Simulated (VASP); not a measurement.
Input of a VASP 6.6.1 run:

File INCAR:

```
SYSTEM = Sr
ALGO = Normal
EDIFF = 1E-7
ENCUT = 520
GGA = PE
ISIF = 2
ISMEAR = -1
LASPH = .True.
LCHARG = .False.
LREAL = .False.
LWAVE = .False.
NBANDS = 11
NELM = 100
PREC = Accurate
SIGMA = 0.6
```

File KPOINTS:

```
k-points
0
Gamma
  9 9 9
  0 0 0
```

File POSCAR:

```
Sr
1.0
    0.0000000000      3.0191365063      3.0191365063
    3.0191365063      0.0000000000      3.0191365063
    3.0191365063      3.0191365063      0.0000000000
Sr
1
Direct
    0.0000000000      0.0000000000      0.0000000000
```

Potentials or basis: VASP PAW PBE potentials, release 64 (Sr_sv).

Launch:

```sh
$ cat potpaw_PBE.64/Sr_sv/POTCAR > POTCAR
$ mpirun -np 1 vasp_std > vasp.out
```

(1) Predict the pressure.

Results:

(1) 0.5 GPa.
